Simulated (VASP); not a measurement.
# Li27F28 (a cell with a defect) in VASP: notebook, part 2 of 2

VASP 6.6.1.

## Step 4: Single point, PBEsol

File INCAR:

```
PREC = Accurate
ENCUT = 520
EDIFF = 1E-7
ISMEAR = -1
SIGMA = 0.05
LREAL = Auto
LASPH = True
NELM = 100
ALGO = Normal
ISIF = 2
LWAVE = False
LCHARG = False
GGA = PS
NELECT = 278.0
ISYM = 0
NBANDS = 172
```

File KPOINTS:

```
Automatic mesh
0
Gamma
  1 1 1
  0.25 0.25 0.25
```

File POSCAR:

```
Li27F28
1.0
    0.0000000000      6.0113880000      6.0113880000
    6.0113880000      0.0000000000      6.0113880000
    6.0113880000      6.0113880000      0.0000000000
F Li
28 27
Direct
    0.5005990000      0.1659200000      0.1685010000
    0.1665510000      0.4984890000      0.5028830000
    0.5035240000      0.8294800000      0.1682540000
    0.5026020000      0.1664480000      0.8342680000
    0.8256690000      0.5050050000      0.5001440000
    0.4951000000      0.8382280000      0.8359130000
    0.1687410000      0.4956910000      0.1715090000
    0.5017890000      0.1699290000      0.4998340000
    0.8365250000      0.5016920000      0.1638180000
    0.1640710000      0.4971380000      0.8415180000
    0.5008790000      0.8367700000      0.4984800000
    0.8295520000      0.5004380000      0.8365850000
    0.1653510000      0.1708820000      0.4976640000
    0.5020430000      0.5020910000      0.1654920000
    0.8344470000      0.1671280000      0.4977340000
    0.1666840000      0.8371540000      0.4956020000
    0.5050750000      0.4989910000      0.8325250000
    0.8382570000      0.8330870000      0.4986290000
    0.1705700000      0.1622880000      0.1641060000
    0.8380880000      0.1631520000      0.1628440000
    0.1641190000      0.8374480000      0.1666020000
    0.1677300000      0.1677050000      0.8322290000
    0.5005900000      0.4977280000      0.4982220000
    0.8320130000      0.8346480000      0.1655400000
    0.8310080000      0.1675640000      0.8371390000
    0.1681650000      0.8300630000      0.8387210000
    0.8334970000      0.8361760000      0.8349380000
    0.4168060000      0.4134880000      0.4201120000
    0.0017500000      0.9983130000      0.9987100000
    0.6656400000      0.9995820000      0.9977160000
    0.9983920000      0.6648220000      0.9975060000
    0.0006520000      0.9987170000      0.6694970000
    0.3353040000      0.3344310000      0.3321010000
    0.6700250000      0.6670420000      0.9990590000
    0.6684300000      0.0038660000      0.6639780000
    0.9976180000      0.6635680000      0.6686840000
    0.6691220000      0.6638630000      0.6679050000
    0.9989230000      0.0025200000      0.3318500000
    0.3298930000      0.3394820000      0.9982100000
    0.6689890000      0.9980820000      0.3345200000
    0.9964230000      0.6697640000      0.3323440000
    0.3323790000      0.3314430000      0.6718830000
    0.6654840000      0.6662730000      0.3300120000
    0.0017920000      0.3332280000      0.9973740000
    0.3365290000      0.0005270000      0.3344300000
    0.6704200000      0.3331540000      0.9955220000
    0.9988890000      0.3328890000      0.6682070000
    0.3359250000      0.6661820000      0.3316350000
    0.6640110000      0.3392990000      0.6667730000
    0.3326180000      0.0030050000      0.0003900000
    0.9962470000      0.3354010000      0.3338860000
    0.3309790000      0.6673570000      0.0010800000
    0.3333780000      0.9996370000      0.6664130000
    0.6615790000      0.3348330000      0.3336380000
    0.3320360000      0.6687040000      0.6633640000
```

Potentials or basis: VASP PAW PBE potentials, release 64 (F, Li_sv).

Launch:

```bash
> cat potpaw_PBE.64/F/POTCAR potpaw_PBE.64/Li_sv/POTCAR > POTCAR
> mpirun -np 1 vasp_std > vasp.out
```

OUTCAR:

```text
PREC = Accurate
   ENCUT = 520
   EDIFF = 1E-7
   ISMEAR = -1
   LREAL = Auto
   LASPH = True
   NELM = 100
   ISIF = 2
   GGA = PS
   NELECT = 278.0
   ISYM = 0

 ion  position               nearest neighbor table
   1  0.501  0.166  0.169-  45 1.98  33 2.00  40 2.01  46 2.03  30 2.03  39 2.05
   2  0.167  0.498  0.503-  28 1.74  36 1.99  47 2.00  42 2.01  33 2.01  48 2.03  41 2.05
   3  0.504  0.829  0.168-  43 1.95  48 1.99  34 1.99  30 2.00  45 2.03  50 2.04
   4  0.503  0.166  0.834-  30 1.96  42 2.00  35 2.00  50 2.00  49 2.01  39 2.03
   5  0.826  0.505  0.500-  37 1.96  49 1.97  43 1.99  41 2.02  51 2.02  47 2.05
   6  0.495  0.838  0.836-  50 1.98  53 1.99  52 2.01  34 2.03  35 2.04  37 2.06
   7  0.169  0.496  0.172-  33 1.97  39 1.98  51 2.00  52 2.01  41 2.01  31 2.07
   8  0.502  0.170  0.500-  28 1.69  54 1.95  35 1.99  42 2.01  33 2.01  40 2.03  53 2.04
   9  0.837  0.502  0.164-  31 1.95  51 1.98  43 1.99  34 1.99  44 2.01  54 2.06
  10  0.164  0.497  0.842-  39 1.94  31 1.95  44 1.96  42 2.02  36 2.04  55 2.04
  11  0.501  0.837  0.498-  45 1.97  40 1.98  53 1.99  55 2.03  37 2.03  43 2.04
  12  0.830  0.500  0.837-  46 1.96  37 1.98  34 1.98  36 1.99  44 2.00  47 2.02
[... 284 lines left out ...]
      1     -41.6206      2.00000
      2     -41.5325      2.00000
      3     -41.4068      2.00000
      4     -41.3949      2.00000
      5     -41.3848      2.00000
      6     -41.3757      2.00000
[... 605 lines left out ...]
    150      11.0788      0.00000
    151      11.2385      0.00000
 [bands above 151 left out]

------------------------ aborting loop because EDIFF is reached ----------------------------------------

  FORCE on cell =-STRESS in cart. coord.  units (eV):
  Direction    XX          YY          ZZ          XY          YZ          ZX
  --------------------------------------------------------------------------------------
  -------------------------------------------------------------------------------------
  Total       31.0732047     31.3240714     31.3482986     -1.4420101      0.3028521      1.6496733
  in kB      114.5888479    115.5139706    115.6033133     -5.3177094      1.1168295      6.0835103
  external PRESSURE =     115.2353772 kB  Pullay stress =       0.0000000 kB

 VOLUME and BASIS-vectors are now :
 -----------------------------------------------------------------------------
  energy-cutoff  :      520.00
  volume of cell :      434.46
      direct lattice vectors                 reciprocal lattice vectors
     0.000000000  6.011388000  6.011388000    -0.083175466  0.083175466  0.083175466
     6.011388000  0.000000000  6.011388000     0.083175466 -0.083175466  0.083175466
     6.011388000  6.011388000  0.000000000     0.083175466  0.083175466 -0.083175466

 POSITION                                       TOTAL-FORCE (eV/Angst)
 -----------------------------------------------------------------------------------
      2.01033      4.02222      4.00670        -0.284403     -0.151108     -0.046422
      6.01964      4.02423      3.99781         6.056345     -5.947173     -5.909925
      5.99777      4.03832      8.01320         0.120037     -0.189908      0.318752
      6.01569      8.03644      4.02192         0.132114      0.167591     -0.072448
      6.04234      7.96998      7.99920        -0.169751      0.207679      0.102651
     10.06391      8.00124      8.01515        -0.140877      0.104532      0.057310
[... 47 lines left out ...]
      4.01844      5.98264      5.98982         0.030760     -0.074722     -0.063886
      8.00758      5.98374      6.01584        -0.458942      0.086225      0.088908
 -----------------------------------------------------------------------------------
    total drift:                               -0.005969      0.007087     -0.013415

  FREE ENERGIE OF THE ION-ELECTRON SYSTEM (eV)
  ---------------------------------------------------
  free  energy   TOTEN  =      -256.0006720445 eV

  energy  without entropy=     -256.0006720444  energy(sigma->0) =     -256.00067204
```

OSZICAR:

```text
N       E                     dE             d eps       ncg     rms          rms(c)
DAV:   1     0.306959816755E+04    0.30696E+04   -0.14111E+05  1376   0.183E+03
DAV:   2     0.475258483444E+02   -0.30221E+04   -0.28632E+04  1512   0.519E+02
DAV:   3    -0.231886451652E+03   -0.27941E+03   -0.27793E+03  1752   0.154E+02
[... 12 lines left out ...]
DAV:  16    -0.256000671364E+03   -0.10131E-05   -0.98663E-06  1792   0.824E-03    0.335E-03
DAV:  17    -0.256000671572E+03   -0.20755E-06   -0.53615E-07  1616   0.229E-03    0.243E-03
DAV:  18    -0.256000671907E+03   -0.33576E-06   -0.19679E-07  1008   0.195E-03    0.559E-04
DAV:  19    -0.256000672030E+03   -0.12271E-06   -0.21999E-07   960   0.101E-03    0.336E-04
DAV:  20    -0.256000672045E+03   -0.14355E-07   -0.31930E-08   856   0.474E-04
   1 F= -.25600067E+03 E0= -.25600067E+03  d E =-.116504E-09
```

Run time: 19 min. Hardware: 1 thread of Oxide Virtual Turin-like, shared host; peak memory 0.59 GiB.

Results:

| Property | Result |
| --- | --- |
| Free energy | -256.0007 eV |
| Largest force | 12.098 eV/Å |

Forces on the atoms (eV/Å):
```
F   -0.284 -0.151 -0.046
F    6.056 -5.947 -5.910
F    0.120 -0.190  0.319
F    0.132  0.168 -0.072
F   -0.170  0.208  0.103
F   -0.141  0.105  0.057
F   -0.070 -0.494 -0.009
F   -7.059  7.046 -6.847
F   -0.115  0.086  0.149
F    0.123 -0.113  0.150
F    0.016 -0.029 -0.189
F   -0.089  0.082  0.204
F   -0.055  0.055 -0.456
F   -5.289 -5.347  5.433
F    0.012  0.319  0.120
F    0.360  0.214 -0.033
F    0.110 -0.195 -0.176
F    0.096 -0.029 -0.124
F    0.215 -0.053  0.103
F   -0.044  0.031  0.112
F   -0.088 -0.174 -0.003
F    0.091  0.005 -0.294
F    6.649  6.440  6.618
F   -0.132  0.040  0.034
F   -0.285 -0.002  0.090
F   -0.107 -0.302 -0.033
F   -0.166  0.020  0.026
F    0.132 -2.319  0.466
Li   0.168  0.099  0.025
Li   0.222  0.037 -0.027
Li   0.142  0.187 -0.002
Li  -0.075 -0.184  0.118
Li   0.202  0.208  0.163
Li   0.061 -0.126 -0.556
Li  -0.020 -0.494 -0.090
Li  -0.486 -0.089  0.132
Li   0.109 -0.134  0.038
Li  -0.059  0.040 -0.058
Li  -0.047  0.268  0.014
Li   0.447 -0.064  0.028
Li  -0.013  0.512  0.019
Li  -0.387 -0.338  0.305
Li   0.108  0.085 -0.385
Li   0.021 -0.002 -0.160
Li  -0.029 -0.039  0.015
Li   0.554  0.067 -0.138
Li  -0.046 -0.036  0.510
Li  -0.258  0.188 -0.326
Li  -0.116 -0.420 -0.046
Li  -0.165  0.040 -0.074
Li   0.027  0.076  0.018
Li   0.024  0.552  0.103
Li   0.023  0.082  0.558
Li   0.031 -0.075 -0.064
Li  -0.459  0.086  0.089
```

Caveat: the cell carries a net charge on a neutralising background, which shifts energy and pressure; the cell is charged against a uniform background, so pressure and absolute levels hang on convention; the cutoff is under 1.25 times the usual one of these potentials, so pressure, stress and relaxed cells hold a basis-set (Pulay) error; the PAW data sets were made with another functional, which shifts forces and pressure a little.

## Step 5: Single point, PBEsol

File INCAR:

```
SYSTEM = Li27F28
ALGO = Normal
EDIFF = 1E-6
ENCUT = 520
GGA = PS
ISIF = 2
ISMEAR = 0
ISYM = 0
LASPH = .True.
LCHARG = .False.
LREAL = Auto
LWAVE = .False.
NBANDS = 172
NELECT = 278.0
NELM = 100
PREC = Accurate
SIGMA = 0.05
```

KPOINTS is that of step 4.

POSCAR is that of step 4.

Launch:

```bash
> cat potpaw_PBE.64/F/POTCAR potpaw_PBE.64/Li_sv/POTCAR > POTCAR
> mpirun -np 1 vasp_std > vasp.out
```

It took 17 min on 1 thread of Oxide Virtual Turin-like, shared host; peak memory 0.59 GiB.

It converged, with:

- Free energy: -256.0007 eV
- Largest force: 12.098 eV/Å

Forces in eV/Å, atoms in the order of the input:
```
F   -0.284 -0.151 -0.046
F    6.056 -5.947 -5.910
F    0.120 -0.190  0.319
F    0.132  0.168 -0.072
F   -0.170  0.208  0.103
F   -0.141  0.105  0.057
F   -0.070 -0.494 -0.009
F   -7.059  7.046 -6.847
F   -0.115  0.086  0.149
F    0.123 -0.113  0.150
F    0.016 -0.029 -0.189
F   -0.089  0.082  0.204
F   -0.055  0.055 -0.456
F   -5.289 -5.347  5.433
F    0.012  0.319  0.120
F    0.361  0.214 -0.033
F    0.110 -0.195 -0.176
F    0.096 -0.029 -0.124
F    0.215 -0.053  0.103
F   -0.044  0.031  0.112
F   -0.088 -0.174 -0.003
F    0.091  0.005 -0.294
F    6.649  6.440  6.618
F   -0.132  0.040  0.034
F   -0.285 -0.002  0.090
F   -0.107 -0.302 -0.033
F   -0.166  0.020  0.026
F    0.132 -2.319  0.466
Li   0.168  0.099  0.025
Li   0.222  0.037 -0.027
Li   0.142  0.187 -0.002
Li  -0.075 -0.184  0.118
Li   0.202  0.208  0.163
Li   0.061 -0.126 -0.556
Li  -0.020 -0.494 -0.090
Li  -0.486 -0.089  0.132
Li   0.109 -0.134  0.038
Li  -0.059  0.040 -0.058
Li  -0.047  0.268  0.014
Li   0.447 -0.064  0.028
Li  -0.013  0.512  0.019
Li  -0.387 -0.338  0.305
Li   0.108  0.085 -0.385
Li   0.021 -0.002 -0.160
Li  -0.029 -0.039  0.015
Li   0.554  0.067 -0.138
Li  -0.045 -0.036  0.510
Li  -0.258  0.188 -0.326
Li  -0.116 -0.420 -0.046
Li  -0.165  0.040 -0.074
Li   0.027  0.076  0.018
Li   0.024  0.552  0.103
Li   0.023  0.082  0.558
Li   0.031 -0.075 -0.064
Li  -0.459  0.086  0.089
```

Levels at points of the mesh, in eV from the Fermi level:
| k point | band 135 | band 136 | band 137 | band 138 | band 139 | band 140 | band 141 | band 142 | band 143 | band 144 |
| --- | --- | --- | --- | --- | --- | --- | --- | --- | --- | --- |
| (0.25, 0.25, 0.25) | -5.63 | -4.73 | -0.87 | -0.65 | -0.41 | 2.87 | 3.90 | 4.30 | 4.31 | 4.38 |

Caveat: the cell carries a net charge on a neutralising background, which shifts energy and pressure; the cell is charged against a uniform background, so pressure and absolute levels hang on convention; the cutoff is under 1.25 times the usual one of these potentials, so pressure, stress and relaxed cells hold a basis-set (Pulay) error; the PAW data sets were made with another functional, which shifts forces and pressure a little.
